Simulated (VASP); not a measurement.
# HC4 in VASP: single point with PBE

Aim: the single point of HC4 with PBE.

All numbers are computed with VASP 6.6.1; they aren't measurements. Logs are shortened: lines on timing, memory, paths and dates and some standing lists are left out, and cuts for length are marked.

### Step 1. The cell of the first run

The cell holds a slab with vacuum, 30 atoms: a = 7.573 Å, b = 5.049 Å, c = 15.676 Å, α = 90.00°, β = 90.00°, γ = 60.00°.

### Step 2. Single point, PBE

Contents of INCAR:

```
SYSTEM = HC4
  PREC = Accurate
  ENCUT = 520
  EDIFF = 1E-6
  ISMEAR = -1
  SIGMA = 0.02
  LREAL = Auto
  LASPH = .TRUE.
  NELM = 80
  ALGO = Normal
  ISIF = 2
  LWAVE = .FALSE.
  LCHARG = .FALSE.
  GGA = PE
  NBANDS = 72
```

Contents of KPOINTS:

```
Automatic mesh
0
G
  2 3 1
  0 0 0
```

Contents of POSCAR:

```
HC4
1.0
    7.5731140000      0.0000000000      0.0000000000
    2.5243710000      4.3723390000      0.0000000000
    0.0000000000      0.0000000000     15.6764260000
H C
6 24
Direct
    0.1111111000      0.1666667000      0.0637901000
    0.4444444333      0.1666667000      0.0637901000
    0.7777777667      0.1666667000      0.0637901000
    0.1111111000      0.6666667000      0.0637901000
    0.4444444333      0.6666667000      0.0637901000
    0.7777777667      0.6666667000      0.0637901000
    0.1111111000      0.1666667000      0.1339591000
    0.4444444333      0.1666667000      0.1339591000
    0.7777777667      0.1666667000      0.1339591000
    0.1111111000      0.6666667000      0.1339591000
    0.4444444333      0.6666667000      0.1339591000
    0.7777777667      0.6666667000      0.1339591000
   -0.1111111000      0.3333333000      0.1668292000
    0.2222222333      0.3333333000      0.1668292000
    0.5555555667      0.3333333000      0.1668292000
   -0.1111111000      0.8333333000      0.1668292000
    0.2222222333      0.8333333000      0.1668292000
    0.5555555667      0.8333333000      0.1668292000
   -0.1111108798      0.3333321957      0.2733035712
    0.2222224536      0.3333321957      0.2733035712
    0.5555557869      0.3333321957      0.2733035712
   -0.1111108798      0.8333321957      0.2733035712
    0.2222224536      0.8333321957      0.2733035712
    0.5555557869      0.8333321957      0.2733035712
    0.0000002827     -0.0000012640      0.2904904668
    0.3333336161     -0.0000012640      0.2904904668
    0.6666669494     -0.0000012640      0.2904904668
    0.0000002827      0.4999987360      0.2904904668
    0.3333336161      0.4999987360      0.2904904668
    0.6666669494      0.4999987360      0.2904904668
```

Potentials or basis: VASP PAW PBE potentials, release 64 (H, C).

Launch:

```bash
cat potpaw_PBE.64/H/POTCAR potpaw_PBE.64/C/POTCAR > POTCAR
mpirun -np 1 vasp_std > vasp.out
```

OUTCAR:

```text
SYSTEM = HC4
   PREC = Accurate
   ENCUT = 520
   EDIFF = 1E-6
   ISMEAR = -1
   LREAL = Auto
   LASPH = .TRUE.
   NELM = 80
   ISIF = 2
   GGA = PE

 ion  position               nearest neighbor table
   1  0.111  0.167  0.064-   7 1.10
   2  0.444  0.167  0.064-   8 1.10
   3  0.778  0.167  0.064-   9 1.10
   4  0.111  0.667  0.064-  10 1.10
   5  0.444  0.667  0.064-  11 1.10
   6  0.778  0.667  0.064-  12 1.10
   7  0.111  0.167  0.134-   1 1.10  14 1.55  13 1.55  17 1.55
   8  0.444  0.167  0.134-   2 1.10  15 1.55  14 1.55  18 1.55
   9  0.778  0.167  0.134-   3 1.10  13 1.55  15 1.55  16 1.55
  10  0.111  0.667  0.134-   4 1.10  17 1.55  16 1.55  14 1.55
  11  0.444  0.667  0.134-   5 1.10  18 1.55  17 1.55  15 1.55
  12  0.778  0.667  0.134-   6 1.10  16 1.55  18 1.55  13 1.55
[... 10 lines left out ...]
  23  0.222  0.833  0.273-  25 1.48  26 1.48  29 1.48  17 1.67
  24  0.556  0.833  0.273-  26 1.48  27 1.48  30 1.48  18 1.67
  25  0.000  1.000  0.290-  23 1.48  22 1.48  19 1.48
  26  0.333  1.000  0.290-  24 1.48  23 1.48  20 1.48
  27  0.667  1.000  0.290-  22 1.48  24 1.48  21 1.48
  28  0.000  0.500  0.290-  20 1.48  19 1.48  22 1.48
  29  0.333  0.500  0.290-  21 1.48  20 1.48  23 1.48
  30  0.667  0.500  0.290-  19 1.48  21 1.48  24 1.48

  LATTYP: Found a simple monoclinic cell.
 ALAT       =     5.0487421480
 B/A-ratio  =     3.1050161685
 C/A-ratio  =     1.3228757886
 COS(beta)  =    -0.1889821759

  Lattice vectors:

 A1 = (   2.5243710000,   4.3723390000,   0.0000000000)
 A2 = (   0.0000000000,   0.0000000000,  15.6764260000)
 A3 = (   5.0487430000,  -4.3723390000,   0.0000000000)

Analysis of symmetry for initial positions (statically):
=====================================================================
 Subroutine PRICEL returns following result:

  LATTYP: Found a hexagonal cell.
 ALAT       =     2.5243710740
 C/A-ratio  =     6.2100323370

  Lattice vectors:

 A1 = (  -1.2621855000,  -2.1861695000,   0.0000000000)
 A2 = (   2.5243713331,   0.0000000000,   0.0000000000)
 A3 = (   0.0000000000,   0.0000000000,  15.6764260000)

   6 primitive cells build up your supercell.

 Routine SETGRP: Setting up the symmetry group for a
 simple monoclinic supercell.

 Subroutine GETGRP returns: Found  1 space group operations
 (whereof  1 operations were pure point group operations)
 out of a pool of  4 trial point group operations.

The static configuration has the point symmetry C_1 .

Analysis of symmetry for dynamics (positions and initial velocities):
=====================================================================
 Subroutine PRICEL returns following result:

  LATTYP: Found a hexagonal cell.
 ALAT       =     2.5243710740
 C/A-ratio  =     6.2100323370

  Lattice vectors:

 A1 = (  -1.2621855000,  -2.1861695000,   0.0000000000)
 A2 = (   2.5243713331,   0.0000000000,   0.0000000000)
 A3 = (   0.0000000000,   0.0000000000,  15.6764260000)

   6 primitive cells build up your supercell.

 Routine SETGRP: Setting up the symmetry group for a
 simple monoclinic supercell.

 Subroutine GETGRP returns: Found  1 space group operations
 (whereof  1 operations were pure point group operations)
 out of a pool of  4 trial point group operations.

The dynamic configuration has the point symmetry C_1 .

 Subroutine INISYM returns: Found  1 space group operations
 (whereof  1 operations are pure point group operations),
 and found     6 'primitive' translations

----------------------------------------------------------------------------------------

[... 34 lines left out ...]

 Generating k-lattice:

  Cartesian coordinates                     Fractional coordinates (reciprocal lattice)
     0.066023039 -0.038118418  0.000000000     0.500000000  0.000000000  0.000000000
     0.000000000  0.076236846  0.000000000     0.000000000  0.333333333  0.000000000
     0.000000000  0.000000000  0.063790050     0.000000000  0.000000000  1.000000000

  Length of vectors
     0.076236838  0.076236846  0.063790050

  Shift w.r.t. Gamma in fractional coordinates (k-lattice)
     0.000000000  0.000000000  0.000000000

 -----------------------------------------------------------------------------
|                                                                             |
|           W    W    AA    RRRRR   N    N  II  N    N   GGGG   !!!           |
|           W    W   A  A   R    R  NN   N  II  NN   N  G    G  !!!           |
|           W    W  A    A  R    R  N N  N  II  N N  N  G       !!!           |
|           W WW W  AAAAAA  RRRRR   N  N N  II  N  N N  G  GGG   !            |
|           WW  WW  A    A  R   R   N   NN  II  N   NN  G    G                |
|           W    W  A    A  R    R  N    N  II  N    N   GGGG   !!!           |
|                                                                             |
|     Your reciprocal lattice and k-lattice belong to different lattice       |
|     classes:                                                                |
|                                                                             |
|        The reciprocal lattice is simple monoclinic,                         |
|        whereas your k-lattice is hexagonal.                                 |
|                                                                             |
|     Results are often still useful ...                                      |
|                                                                             |
 -----------------------------------------------------------------------------

 Subroutine IBZKPT returns following result:
 ===========================================

 Found      4 irreducible k-points:

 Following reciprocal coordinates:
            Coordinates               Weight
  0.000000  0.000000  0.000000      1.000000
  0.500000  0.000000  0.000000      1.000000
  0.000000  0.333333  0.000000      2.000000
  0.500000  0.333333  0.000000      2.000000
   k-points           NKPTS =      4   k-points in BZ     NKDIM =      4   number of bands    NBANDS=     72
   number of dos      NEDOS =    301   number of ions     NIONS =     30
   total plane-waves  NPLWV = 268800
   dimension x,y,z NGX =    56 NGY =   40 NGZ =  120
   dimension x,y,z NGXF=   112 NGYF=   80 NGZF=  240
   ions per type =               6  24
   NGX,Y,Z   is equivalent  to a cutoff of  12.29, 13.17, 12.73 a.u.
   NGXF,Y,Z  is equivalent  to a cutoff of  24.59, 26.34, 25.45 a.u.
 SYSTEM =  HC4
   PREC   = accura    normal or accurate (medium, high low for compatibility)
   ISTART =      0    job   : 0-new  1-cont  2-samecut
   ICHARG =      2    charge: 1-file 2-atom 10-const
   ISPIN  =      1    spin polarized calculation?
   LNONCOLLINEAR =      F non collinear calculations
   LSORBIT =      F    spin-orbit coupling
   LASPH  =      T    aspherical Exc in radial PAW
   ENCUT  =  520.0 eV  38.22 Ry    6.18 a.u.  14.08  9.39 29.15*2*pi/ulx,y,z
   NELM   =     80;   NELMIN=  2; NELMDL= -5     # of ELM steps
   EDIFF  = 0.1E-05   stopping-criterion for ELM
   LREAL  =      T    real-space projection
   EDIFFG = 0.1E-04   stopping-criterion for IOM
   NSW    =      0    number of steps for IOM
   IBRION =     -1    ionic relax: 0-MD 1-quasi-New 2-CG
   NFREE  =      0    steps in history (QN), initial steepest desc. (CG)
   ISIF   =      2    stress and relaxation
   ISYM   =      2    0-nonsym 1-usesym 2-fastsym
   POTIM  = 0.5000    time-step for ionic-motion
   TEBEG  =    0.0;   TEEND  =   0.0 temperature during run
   PSTRESS=    0.0 pullay stress
   NELECT =     102.0000    total number of electrons
   NUPDOWN=      -1.0000    fix difference up-down
   EMIN   =  10.00;   EMAX   =-10.00  energy-range for DOS
   EFERMI =   0.00;   METHOD = LEGACY
   ISMEAR =    -1;   SIGMA  =   0.02  broadening in eV -4-tet -1-fermi 0-gaus
   EFERMI_NEDOS =   21; number of points for ismear=-14 and -15
   IALGO  =     38    algorithm
   IMIX   =      4    mixing-type and parameters
     AMIX     =   0.40;   BMIX     =  1.00
     AMIX_MAG =   1.60;   BMIX_MAG =  1.00
  volume/ion in A,a.u.               =      17.30       116.76
  Fermi-wavevector in a.u.,A,eV,Ry     =   0.951765  1.798575 12.324929  0.905857
  Thomas-Fermi vector in A             =   2.080266
   LORBIT       =      0    0 simple, 1 ext, 2 COOP (PROOUT), +10 PAW based schemes
   GGA     = PE    functional components
[... 5 lines left out ...]
 non-spin polarized calculation
  energy-cutoff  :      520.00
  volume of cell :      519.08
 maximum number of plane-waves:     14025
   NGX = 29   NGY = 19   NGZ = 59

 number of electron     102.0000000 magnetization

 Free energy of the ion-electron system (eV)
  ---------------------------------------------------
  ext. energy  EPLUGINS =         0.00000000
  ---------------------------------------------------
  free energy    TOTEN  =      -228.41718180 eV

  energy without entropy =     -228.41085350  energy(sigma->0) =     -228.41401765

 E-fermi :   0.4723     XC(G=0):  -4.9850

 val. band max:        0.3727165985   @ k =   0.5000   0.0000   0.0000
 cond. band min:       0.5573530730   @ k =   0.0000   0.0000   0.0000
 fundamental gap:      0.1846364745
 Fermi energy:         0.4722750630

 k-point     1 :       0.0000    0.0000    0.0000
  band No.  band energies     occupation
      1     -20.8728      2.00000
      2     -18.2313      2.00000
      3     -18.2313      2.00000
      4     -18.1073      2.00000
      5     -16.3620      2.00000
      6     -16.3620      2.00000
[... 253 lines left out ...]
     62       5.4728      0.00000
     63       6.3032      0.00000
 [bands above 63 left out]

------------------------ aborting loop because EDIFF is reached ----------------------------------------

  FORCE on cell =-STRESS in cart. coord.  units (eV):
  Direction    XX          YY          ZZ          XY          YZ          ZX
  --------------------------------------------------------------------------------------
  -------------------------------------------------------------------------------------
  Total        1.6040130      1.6288125     -3.3928236     -0.0006652      0.0005765      0.0061948
  in kB        4.9508879      5.0274331    -10.4721651     -0.0020533      0.0017795      0.0191206
  external PRESSURE =      -0.1646147 kB  Pullay stress =       0.0000000 kB

 VOLUME and BASIS-vectors are now :
 -----------------------------------------------------------------------------
  energy-cutoff  :      520.00
  volume of cell :      519.08
      direct lattice vectors                 reciprocal lattice vectors
     7.573114000  0.000000000  0.000000000     0.132046078 -0.076236836  0.000000000
     2.524371000  4.372339000  0.000000000     0.000000000  0.228710537  0.000000000
     0.000000000  0.000000000 15.676426000     0.000000000  0.000000000  0.063790050

 POSITION                                       TOTAL-FORCE (eV/Angst)
 -----------------------------------------------------------------------------------
      1.26219      0.72872      1.00000         0.000215      0.000888     -0.205551
      3.78656      0.72872      1.00000         0.000215      0.000888     -0.205551
      6.31093      0.72872      1.00000         0.000215      0.000888     -0.205551
      2.52437      2.91489      1.00000         0.000215      0.000888     -0.205551
      5.04874      2.91489      1.00000         0.000215      0.000888     -0.205551
      7.57311      2.91489      1.00000         0.000215      0.000888     -0.205551
[... 22 lines left out ...]
      3.78656      2.18616      4.55385         0.000112     -0.000431      0.032184
      6.31093      2.18616      4.55385         0.000112     -0.000431      0.032184
 -----------------------------------------------------------------------------------
    total drift:                               -0.005777     -0.025282      0.010043

  FREE ENERGIE OF THE ION-ELECTRON SYSTEM (eV)
  ---------------------------------------------------
  free  energy   TOTEN  =      -228.4171817966 eV

  energy  without entropy=     -228.4108534999  energy(sigma->0) =     -228.41401765
```

Wall time 4.5 min (1 thread of Intel Xeon 6975P-C (Granite Rapids), shared host); peak memory 0.56 GiB.

What came out:

- Free energy: -228.4172 eV
- Largest force: 1.795 eV/Å
- Band gap on the k mesh: zero (band 51 reaches 0.56 eV, above the bottom of band 52 at 0.37 eV)

Forces on the atoms (eV/Å):
```
H    0.000  0.001 -0.206
H    0.000  0.001 -0.206
H    0.000  0.001 -0.206
H    0.000  0.001 -0.206
H    0.000  0.001 -0.206
H    0.000  0.001 -0.206
C   -0.001  0.003  1.795
C   -0.001  0.003  1.795
C   -0.001  0.003  1.795
C   -0.001  0.003  1.795
C   -0.001  0.003  1.795
C   -0.001  0.003  1.795
C    0.002 -0.003 -1.640
C    0.002 -0.003 -1.640
C    0.002 -0.003 -1.640
C    0.002 -0.003 -1.640
C    0.002 -0.003 -1.640
C    0.002 -0.003 -1.640
C   -0.002 -0.001  0.018
C   -0.002 -0.001  0.018
C   -0.002 -0.001  0.018
C   -0.002 -0.001  0.018
C   -0.002 -0.001  0.018
C   -0.002 -0.001  0.018
C    0.000  0.000  0.032
C    0.000  0.000  0.032
C    0.000  0.000  0.032
C    0.000  0.000  0.032
C    0.000  0.000  0.032
C    0.000  0.000  0.032
```

Caveat: the k points lie up to 0.48 Å⁻¹ apart.
